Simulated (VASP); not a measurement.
# Mg (P6_3/mmc) in VASP: a series of runs, part 2 of 2

VASP 6.6.1.

## 5. Single point, PBE+D3(BJ)

This run uses another cell than the first one, of 23.24 Å³/atom.

Input file INCAR:

```
SYSTEM = Mg
PREC = Accurate ; ENCUT = 520
EDIFF = 1E-7 ; ISMEAR = 0
SIGMA = 0.1 ; LREAL = .False.
LASPH = .True. ; NELM = 80
ALGO = Normal ; ISIF = 2
LWAVE = .False. ; LCHARG = .True.
GGA = PE ; IVDW = 12
LELF = .True. ; LVHAR = .True.
NBANDS = 9
```

Input file KPOINTS:

```
Automatic mesh
0
Gamma
  15 15 8
  0 0 0
```

Input file POSCAR:

```
Mg
1.0
    3.2093000000      0.0000000000      0.0000000000
   -1.6046500000      2.7793353284      0.0000000000
    0.0000000000      0.0000000000      5.2103000000
Mg
2
Direct
    0.3333333333      0.6666666667      0.2500000000
    0.6666666667      0.3333333333      0.7500000000
```

Potentials or basis: VASP PAW PBE potentials, release 64 (Mg).

Command:

```sh
$ cat potpaw_PBE.64/Mg/POTCAR > POTCAR
$ mpirun -np 1 vasp_std > vasp.out
```

OUTCAR:

```text
SYSTEM = Mg
   PREC = Accurate
   ENCUT = 520
   EDIFF = 1E-7
   ISMEAR = 0
   LREAL = .False.
   LASPH = .True.
   NELM = 80
   ISIF = 2
   GGA = PE
   IVDW = 12
 IVDW          = 12

 ion  position               nearest neighbor table
   1  0.333  0.667  0.250-   2 3.20   2 3.20   2 3.20   2 3.20   2 3.20   2 3.20
   2  0.667  0.333  0.750-   1 3.20   1 3.20   1 3.20   1 3.20   1 3.20   1 3.20

  LATTYP: Found a hexagonal cell.
 ALAT       =     3.2093000000
 C/A-ratio  =     1.6235004518

  Lattice vectors:

 A1 = (   3.2093000000,   0.0000000000,   0.0000000000)
 A2 = (  -1.6046500000,   2.7793353284,   0.0000000000)
 A3 = (   0.0000000000,   0.0000000000,   5.2103000000)

Analysis of symmetry for initial positions (statically):
=====================================================================
 Subroutine PRICEL returns:
 Original cell was already a primitive cell.

 Routine SETGRP: Setting up the symmetry group for a
 hexagonal supercell.

 Subroutine GETGRP returns: Found 24 space group operations
 (whereof 12 operations were pure point group operations)
 out of a pool of 24 trial point group operations.

The static configuration has the point symmetry D_3d.
 The point group associated with its full space group is D_6h.

Analysis of symmetry for dynamics (positions and initial velocities):
=====================================================================
 Subroutine PRICEL returns:
 Original cell was already a primitive cell.

 Routine SETGRP: Setting up the symmetry group for a
 hexagonal supercell.

 Subroutine GETGRP returns: Found 24 space group operations
 (whereof 12 operations were pure point group operations)
 out of a pool of 24 trial point group operations.

The dynamic configuration has the point symmetry D_3d.
 The point group associated with its full space group is D_6h.

 Subroutine INISYM returns: Found 24 space group operations
 (whereof 12 operations are pure point group operations),
 and found     1 'primitive' translations

----------------------------------------------------------------------------------------

                                     Primitive cell

  volume of cell :      46.4744

  direct lattice vectors                    reciprocal lattice vectors
     3.209300000  0.000000000  0.000000000     0.311594429  0.179899127  0.000000000
    -1.604650000  2.779335328  0.000000000     0.000000000  0.359798255  0.000000000
     0.000000000  0.000000000  5.210300000     0.000000000  0.000000000  0.191927528

  length of vectors
     3.209300000  3.209300000  5.210300000     0.359798255  0.359798255  0.191927528

  position of ions in fractional coordinates (direct lattice)
     0.333333333  0.666666667  0.250000000
     0.666666667  0.333333333  0.750000000

  ion indices of the primitive-cell ions
   primitive index   ion index
                 1           1
                 2           2

----------------------------------------------------------------------------------------

 KPOINTS: Automatic mesh

Automatic generation of k-mesh.
 Grid dimensions read from file:
 generate k-points for:   15   15    8

 Generating k-lattice:

[... 20 lines left out ...]
  0.133333  0.000000  0.000000      6.000000
  0.200000  0.000000  0.000000      6.000000
  0.266667  0.000000  0.000000      6.000000
  0.333333  0.000000  0.000000      6.000000
[... 16 lines left out ...]
  0.333333  0.200000  0.000000     12.000000
  0.400000  0.200000  0.000000      6.000000
 [... further k-points ...]
   k-points           NKPTS =    135   k-points in BZ     NKDIM =    135   number of bands    NBANDS=      9
   number of dos      NEDOS =    301   number of ions     NIONS =      2
   total plane-waves  NPLWV =  23040
   dimension x,y,z NGX =    24 NGY =   24 NGZ =   40
   dimension x,y,z NGXF=    48 NGYF=   48 NGZF=   80
   ions per type =               2
   NGX,Y,Z   is equivalent  to a cutoff of  12.43, 12.43, 12.76 a.u.
   NGXF,Y,Z  is equivalent  to a cutoff of  24.86, 24.86, 25.53 a.u.
 SYSTEM =  Mg
   PREC   = accura    normal or accurate (medium, high low for compatibility)
   ISTART =      0    job   : 0-new  1-cont  2-samecut
   ICHARG =      2    charge: 1-file 2-atom 10-const
   ISPIN  =      1    spin polarized calculation?
   LNONCOLLINEAR =      F non collinear calculations
   LSORBIT =      F    spin-orbit coupling
   LASPH  =      T    aspherical Exc in radial PAW
   ENCUT  =  520.0 eV  38.22 Ry    6.18 a.u.   5.97  5.97  9.69*2*pi/ulx,y,z
   NELM   =     80;   NELMIN=  2; NELMDL= -5     # of ELM steps
   EDIFF  = 0.1E-06   stopping-criterion for ELM
   LREAL  =      F    real-space projection
   EDIFFG = 0.1E-05   stopping-criterion for IOM
   NSW    =      0    number of steps for IOM
   IBRION =     -1    ionic relax: 0-MD 1-quasi-New 2-CG
   NFREE  =      0    steps in history (QN), initial steepest desc. (CG)
   ISIF   =      2    stress and relaxation
   ISYM   =      2    0-nonsym 1-usesym 2-fastsym
   POTIM  = 0.5000    time-step for ionic-motion
   TEBEG  =    0.0;   TEEND  =   0.0 temperature during run
   PSTRESS=    0.0 pullay stress
   NELECT =       4.0000    total number of electrons
   NUPDOWN=      -1.0000    fix difference up-down
   EMIN   =  10.00;   EMAX   =-10.00  energy-range for DOS
   EFERMI =   0.00;   METHOD = LEGACY
   ISMEAR =     0;   SIGMA  =   0.10  broadening in eV -4-tet -1-fermi 0-gaus
   EFERMI_NEDOS =   21; number of points for ismear=-14 and -15
   IALGO  =     38    algorithm
   IMIX   =      4    mixing-type and parameters
     AMIX     =   0.40;   BMIX     =  1.00
     AMIX_MAG =   1.60;   BMIX_MAG =  1.00
  volume/ion in A,a.u.               =      23.24       156.81
  Fermi-wavevector in a.u.,A,eV,Ry     =   0.722809  1.365911  7.108401  0.522453
  Thomas-Fermi vector in A             =   1.812866
   LORBIT       =      0    0 simple, 1 ext, 2 COOP (PROOUT), +10 PAW based schemes
   GGA     = PE    functional components
   LHFCALC =     F    Hartree Fock is set to
   AEXX    =    0.0000 exact exchange contribution
   IVDW    =    12    specifies the selected vdW correction
   LEPSILON=     F    determine dielectric tensor
   LRPA    =     F    only Hartree local field effects (RPA)
 non-spin polarized calculation
 Gauss-broadening in eV      SIGMA  =   0.10
  energy-cutoff  :      520.00
  volume of cell :       46.47
 maximum number of plane-waves:      1272
 NGX is ok and might be reduce to    24
   NGX = 11   NGY = 11   NGZ = 19

 number of electron       4.0000000 magnetization

 Free energy of the ion-electron system (eV)
  ---------------------------------------------------
  ext. energy  EPLUGINS =         0.00000000
  ---------------------------------------------------
  free energy    TOTEN  =        -3.01263103 eV

  energy without entropy =       -3.00762653  energy(sigma->0) =       -3.01012878

 E-fermi :   2.5728     XC(G=0):  -8.4537

 val. band max:        2.5327189705   @ k =   0.0000   0.0000   0.1250
 cond. band min:       2.5761297473   @ k =   0.3333   0.3333   0.3750
 fundamental gap:      0.0434107768
 Fermi energy:         2.5728100464

 k-point     1 :       0.0000    0.0000    0.0000
  band No.  band energies     occupation
      1      -4.3090      2.00000
      2       0.9072      2.00000
      3       1.3281      2.00000
      4      13.4390      0.00000
      5      13.4390      0.00000
      6      13.5284      0.00000
      7      13.5284      0.00000
      8      14.3312      0.00000
      9      15.8825      0.00000
[... 265 lines left out ...]
 k-point    24 :       0.4000    0.2000    0.0000
  band No.  band energies     occupation
      1       0.9976      2.00000
      2       1.0088      2.00000
      3       4.4876      0.00000
      4       5.7401      0.00000
      5       6.1302      0.00000
      6       6.3025      0.00000
      7       7.6174      0.00000
      8       9.6127      0.00000
      9      10.6155      0.00000

 [... further k-points ...]

------------------------ aborting loop because EDIFF is reached ----------------------------------------

 Edisp (eV)   -0.56015

 E8    (eV) :    -0.2457

  FORCE on cell =-STRESS in cart. coord.  units (eV):
  Direction    XX          YY          ZZ          XY          YZ          ZX
  --------------------------------------------------------------------------------------
  -------------------------------------------------------------------------------------
  Total      -0.65676    -0.65676    -0.86561     0.00000     0.00000     0.00000
  in kB     -22.64125   -22.64125   -29.84137     0.00000     0.00000     0.00000
  external pressure =      -25.04 kB  Pullay stress =        0.00 kB

 VOLUME and BASIS-vectors are now :
 -----------------------------------------------------------------------------
  energy-cutoff  :      520.00
  volume of cell :       46.47
      direct lattice vectors                 reciprocal lattice vectors
     3.209300000  0.000000000  0.000000000     0.311594429  0.179899127  0.000000000
    -1.604650000  2.779335328  0.000000000     0.000000000  0.359798255  0.000000000
     0.000000000  0.000000000  5.210300000     0.000000000  0.000000000  0.191927528

 POSITION                                       TOTAL-FORCE (eV/Angst)
 -----------------------------------------------------------------------------------
     -0.00000      1.85289      1.30258        -0.000000     -0.000000      0.000000
      1.60465      0.92645      3.90773         0.000000      0.000000      0.000000
 -----------------------------------------------------------------------------------
    total drift:                                0.000000     -0.000000      0.000000

  FREE ENERGIE OF THE ION-ELECTRON SYSTEM (eV)
  ---------------------------------------------------
  free  energy   TOTEN  =        -3.5727770270 eV

  energy  without entropy=       -3.5677725258  energy(sigma->0) =       -3.57027478
```

Wall time 13 s (1 thread of Intel Xeon 6975P-C (Granite Rapids), shared host); peak memory 0.2 GiB.

What came out:

* Free energy: -3.5728 eV
* Pressure: -2.5 GPa
* Band gap on the k mesh: zero (bands 2 and 3 overlap by 2.16 eV)
* Dispersion energy per atom: -0.280 eV

Stress tensor (GPa, compression positive):
```
-2.26  0.00  0.00
 0.00 -2.26  0.00
 0.00  0.00 -2.98
```

## 6. Summary

```csv
level,cell,smearing,gap on the mesh (eV),pressure (GPa)
PBE,"a = 3.145, b = 3.145, c = 5.033 Å, angles 90.0, 90.0, 120.0°, 2 atoms",gaussian 0.1 eV,none,2.4
PBE,"a = 3.145, b = 3.145, c = 5.033 Å, angles 90.0, 90.0, 120.0°, 2 atoms",fermi-dirac 0.1 eV,none,2.5
PBE,"a = 3.178, b = 3.178, c = 5.086 Å, angles 90.0, 90.0, 120.0°, 2 atoms",gaussian 0.1 eV,none,1.1
PBE+D3(BJ),"a = 3.209, b = 3.209, c = 5.210 Å, angles 90.0, 90.0, 120.0°, 2 atoms",gaussian 0.1 eV,none,-2.5
```

Alike in all rows: task single point; potentials or basis VASP PAW PBE potentials, release 64 (Mg); no spin polarisation; k mesh 15 × 15 × 8; cutoff (eV) 520.

Absolute energies hang on the potentials; compare differences alone.

The gap in the log of VASP goes by the Fermi energy; the results here count the filled bands.